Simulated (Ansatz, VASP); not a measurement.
## AlN: VASP beside Ansatz

```
CELL_PARAMETERS angstrom
0.00000 2.18399 2.18399
2.18399 0.00000 2.18399
2.18399 2.18399 0.00000
ATOMIC_POSITIONS crystal
Al 0.97572 0.02428 0.00000
N 0.75000 0.75000 0.75000
```

Change from the starting cell: all Al atoms moved +0.075 Å, as atom 1 along Cartesian [1 -1 0].

Alike in both runs: task single point; functional r2SCAN; k mesh 10 × 10 × 10; occupations gaussian, width 0.05 eV; no spin polarisation.

```csv
,VASP,Ansatz
version,VASP 6.6.1,Ansatz 0.2.0
potentials or method,"VASP PAW PBE potentials, release 64 (Al, N), cutoff 520 eV","scalar-relativistic, plane waves, PAW"
valence electrons in the cell,8,8
```

|  | VASP | Ansatz | Ansatz less VASP |
| --- | --- | --- | --- |
| gap on the k mesh at the Fermi level (eV) | 3.73 | 3.74 | +0.007 |
| least direct gap on the mesh (eV) | 4.68 | 4.64 | -0.039 |
| pressure (GPa) | 0.6 | 1.0 | +0.38 |
| traceless stress, the component that is largest in VASP (GPa) | -3.68 | -3.59 | +0.082 |
| rms of the force components (eV/Å) | 0.671 | 0.662 | -0.0082 |

VASP's potentials were made for PBE, not for r2SCAN. Atom by atom the forces differ by 0.008 eV/Å (rms over components). The functional is the same, so the differences come from potentials, cutoffs and numerics.
